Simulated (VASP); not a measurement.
# SnTe (Fm-3m) in VASP: settings compared, part 2 of 2

VASP 6.6.1.

**3. Single point, PBEsol**

File INCAR:

```
PREC = Accurate ; ENCUT = 520
EDIFF = 1E-6 ; ISMEAR = 0
SIGMA = 0.05 ; LREAL = False
LASPH = True ; NELM = 60
ALGO = Normal ; ISIF = 2
LWAVE = False ; LCHARG = False
GGA = PS ; NBANDS = 17
```

File KPOINTS:

```
regular mesh
0
Gamma
  7 7 7
```

File POSCAR:

```
SnTe
1.0
    0.0000000000      3.1508500000      3.1508500000
    3.1508500000      0.0000000000      3.1508500000
    3.1508500000      3.1508500000      0.0000000000
Te Sn
1 1
Direct
    0.5000000000      0.5000000000      0.5000000000
    0.0000000000      0.0000000000      0.0000000000
```

Potentials or basis: VASP PAW PBE potentials, release 64 (Te, Sn_d).

Command:

```sh
$ cat potpaw_PBE.64/Te/POTCAR potpaw_PBE.64/Sn_d/POTCAR > POTCAR
$ mpirun -np 1 vasp_std > vasp.out
```

OUTCAR:

```text
PREC = Accurate
   ENCUT = 520
   EDIFF = 1E-6
   ISMEAR = 0
   LREAL = False
   LASPH = True
   NELM = 60
   ISIF = 2
   GGA = PS

 ion  position               nearest neighbor table
   1  0.500  0.500  0.500-   2 3.15   2 3.15   2 3.15   2 3.15   2 3.15   2 3.15
   2  0.000  0.000  0.000-   1 3.15   1 3.15   1 3.15   1 3.15   1 3.15   1 3.15

  LATTYP: Found a face centered cubic cell.
 ALAT       =     6.3017000000

  Lattice vectors:

 A1 = (   0.0000000000,   3.1508500000,   3.1508500000)
 A2 = (   3.1508500000,   0.0000000000,   3.1508500000)
 A3 = (   3.1508500000,   3.1508500000,   0.0000000000)

Analysis of symmetry for initial positions (statically):
[... 33 lines left out ...]
                                     Primitive cell

  volume of cell :      62.5624

  direct lattice vectors                    reciprocal lattice vectors
     0.000000000  3.150850000  3.150850000    -0.158687338  0.158687338  0.158687338
     3.150850000  0.000000000  3.150850000     0.158687338 -0.158687338  0.158687338
     3.150850000  3.150850000  0.000000000     0.158687338  0.158687338 -0.158687338

  length of vectors
     4.455974803  4.455974803  4.455974803     0.274854533  0.274854533  0.274854533

  position of ions in fractional coordinates (direct lattice)
     0.500000000  0.500000000  0.500000000
     0.000000000  0.000000000  0.000000000

  ion indices of the primitive-cell ions
   primitive index   ion index
                 1           1
                 2           2

----------------------------------------------------------------------------------------

 KPOINTS: regular mesh

Automatic generation of k-mesh.
 Grid dimensions read from file:
 generate k-points for:    7    7    7

 Generating k-lattice:

  Cartesian coordinates                     Fractional coordinates (reciprocal lattice)
    -0.022669620  0.022669620  0.022669620     0.142857143  0.000000000  0.000000000
[... 70 lines left out ...]
   EFERMI_NEDOS =   21; number of points for ismear=-14 and -15
   IALGO  =     38    algorithm
   IMIX   =      4    mixing-type and parameters
     AMIX     =   0.40;   BMIX     =  1.00
     AMIX_MAG =   1.60;   BMIX_MAG =  1.00
  volume/ion in A,a.u.               =      31.28       211.10
  Fermi-wavevector in a.u.,A,eV,Ry     =   1.119387  2.115336 17.048485  1.253028
  Thomas-Fermi vector in A             =   2.256026
   LORBIT       =      0    0 simple, 1 ext, 2 COOP (PROOUT), +10 PAW based schemes
   GGA     = PS    functional components
   LHFCALC =     F    Hartree Fock is set to
   AEXX    =    0.0000 exact exchange contribution
   IVDW    =     0    specifies the selected vdW correction
   LEPSILON=     F    determine dielectric tensor
   LRPA    =     F    only Hartree local field effects (RPA)
 non-spin polarized calculation
 Gauss-broadening in eV      SIGMA  =   0.05
  energy-cutoff  :      520.00
  volume of cell :       62.56
 maximum number of plane-waves:      1705
 NGX is ok and might be reduce to    36
   NGX = 17   NGY = 17   NGZ = 17

 number of electron      19.9999998 magnetization

 Free energy of the ion-electron system (eV)
  ---------------------------------------------------
  ext. energy  EPLUGINS =         0.00000000
  ---------------------------------------------------
  free energy    TOTEN  =        -8.34443797 eV

  energy without entropy =       -8.34443797  energy(sigma->0) =       -8.34443797

 E-fermi :   6.8086     XC(G=0):  -9.6552

 val. band max:        6.5204172851   @ k =   0.4286   0.0000   0.0000
 cond. band min:       7.1829899716   @ k =   0.4286   0.0000   0.0000
 fundamental gap:      0.6625726865
 Fermi energy:         6.8085969082

 k-point     1 :       0.0000    0.0000    0.0000
  band No.  band energies     occupation
      1     -14.9788      2.00000
      2     -14.9788      2.00000
      3     -14.9717      2.00000
      4     -14.9717      2.00000
      5     -14.9717      2.00000
      6      -6.0210      2.00000
[... 377 lines left out ...]
      4     -14.9665      2.00000
      5     -14.9612      2.00000
      6      -4.3782      2.00000
[... 9 lines left out ...]
     16      16.5681      0.00000
     17      17.2112      0.00000

------------------------ aborting loop because EDIFF is reached ----------------------------------------

  FORCE on cell =-STRESS in cart. coord.  units (eV):
  Direction    XX          YY          ZZ          XY          YZ          ZX
  --------------------------------------------------------------------------------------
  -------------------------------------------------------------------------------------
  Total       -0.1557542     -0.1557542     -0.1557542      0.0000000     -0.0000000     -0.0000000
  in kB       -3.9887544     -3.9887544     -3.9887544      0.0000000     -0.0000000     -0.0000000
  external PRESSURE =      -3.9887544 kB  Pullay stress =       0.0000000 kB

 VOLUME and BASIS-vectors are now :
 -----------------------------------------------------------------------------
  energy-cutoff  :      520.00
  volume of cell :       62.56
      direct lattice vectors                 reciprocal lattice vectors
     0.000000000  3.150850000  3.150850000    -0.158687338  0.158687338  0.158687338
     3.150850000  0.000000000  3.150850000     0.158687338 -0.158687338  0.158687338
     3.150850000  3.150850000  0.000000000     0.158687338  0.158687338 -0.158687338

 POSITION                                       TOTAL-FORCE (eV/Angst)
 -----------------------------------------------------------------------------------
      3.15085      3.15085      3.15085         0.000000     -0.000000      0.000000
      0.00000      0.00000      0.00000         0.000000      0.000000     -0.000000
 -----------------------------------------------------------------------------------
    total drift:                               -0.000000      0.000000      0.000000

  FREE ENERGIE OF THE ION-ELECTRON SYSTEM (eV)
  ---------------------------------------------------
  free  energy   TOTEN  =        -8.3444379743 eV

  energy  without entropy=       -8.3444379743  energy(sigma->0) =       -8.34443797
```

stdout:

```text
POSCAR found type information on POSCAR TeSn
 POSCAR found :  2 types and       2 ions
 scaLAPACK will be used
 -----------------------------------------------------------------------------
|                                                                             |
|                                                                             |
|     You enforced a specific xc type in the INCAR file but a different       |
|     I HOPE YOU KNOW WHAT YOU ARE DOING!                                     |
|                                                                             |
 -----------------------------------------------------------------------------

 LDA part: xc-table for (Slater+PW92), standard interpolation
 POSCAR, INCAR and KPOINTS ok, starting setup
 FFT: planning ... GRIDC
 FFT: planning ... GRID_SOFT
 FFT: planning ... GRID
 WAVECAR not read
 entering main loop
```

Wall time 20 s (1 thread of Intel Xeon Platinum 8488C (Sapphire Rapids), shared host); peak memory 0.21 GiB.

What came out:

* Free energy: -8.3444 eV
* Pressure: -0.4 GPa

Levels at points of the mesh, in eV from the Fermi level:
```tsv
k point	band 7	band 8	band 9	band 10	band 11	band 12	band 13	band 14
(0.00, 0.00, 0.00)	-4.72	-2.14	-2.14	-2.14	3.33	3.33	3.33	4.71
```

Caveat: this odd mesh misses L, where the gap lies, so gap, dielectric constants and Born charges aren't listed; the PAW data sets were made with another functional, which shifts forces and pressure a little; spin-orbit coupling is left out, which moves the levels of the heavy elements.

**4. Single point, PBE exchange alone**

This run uses another cell than the first one, of 30.66 Å³/atom, 0.980 times its volume.

File INCAR:

```
SYSTEM = SnTe
AGGAC = 0.0
ALDAC = 0.0
ALGO = Normal
EDIFF = 1E-6
ENCUT = 520
GGA = PE
ISIF = 2
ISMEAR = -1
LASPH = .TRUE.
LCHARG = .FALSE.
LREAL = .FALSE.
LWAVE = .FALSE.
NBANDS = 17
NELM = 60
PREC = Accurate
SIGMA = 0.05
```

File KPOINTS:

```
k-points
0
G
  7 7 7
  0 0 0
```

File POSCAR:

```
SnTe
1.0
    0.0000000000      3.1297027185      3.1297027185
    3.1297027185      0.0000000000      3.1297027185
    3.1297027185      3.1297027185      0.0000000000
Te Sn
1 1
Direct
    0.5000000000      0.5000000000      0.5000000000
    0.0000000000      0.0000000000      0.0000000000
```

Command:

```sh
$ cat potpaw_PBE.64/Te/POTCAR potpaw_PBE.64/Sn_d/POTCAR > POTCAR
$ mpirun -np 1 vasp_std > vasp.out
```

Run time: 13 s. Hardware: 1 thread of Intel Xeon Platinum 8488C (Sapphire Rapids), shared host; peak memory 0.2 GiB.

Results (log left out):

* Free energy: -4.7304 eV
* Pressure: 12.6 GPa

Levels at points of the mesh, in eV from the Fermi level:
```
           k point  band 7  band 8  band 9  band 10  band 11  band 12  band 13  band 14
(0.00, 0.00, 0.00)   -4.80   -2.34   -2.34    -2.34     3.23     3.23     3.23     4.80
```

Caveat: this odd mesh misses L, where the gap lies, so gap, dielectric constants and Born charges aren't listed; spin-orbit coupling is left out, which moves the levels of the heavy elements.

**5. Summary**

| level | cell | smearing | pressure (GPa) |
| --- | --- | --- | --- |
| RPBE+D4 | a = 4.456 Å, angles 60.0°, 2 atoms | fermi-dirac 0.05 eV | -0.7 |
| PBEsol | a = 4.456 Å, angles 60.0°, 2 atoms | gaussian 0.05 eV | -0.4 |
| PBE exchange alone | a = 4.426 Å, angles 60.0°, 2 atoms | fermi-dirac 0.05 eV | 12.6 |

Alike in all rows: task single point; potentials or basis VASP PAW PBE potentials, release 64 (Te, Sn_d); no spin polarisation; k mesh 7 × 7 × 7; cutoff (eV) 520.

Caveats: spin-orbit coupling is left out, which moves the levels of the heavy elements; the PAW data sets were made with another functional, which shifts forces and pressure a little (some runs).

Absolute energies hang on the potentials; compare differences alone.
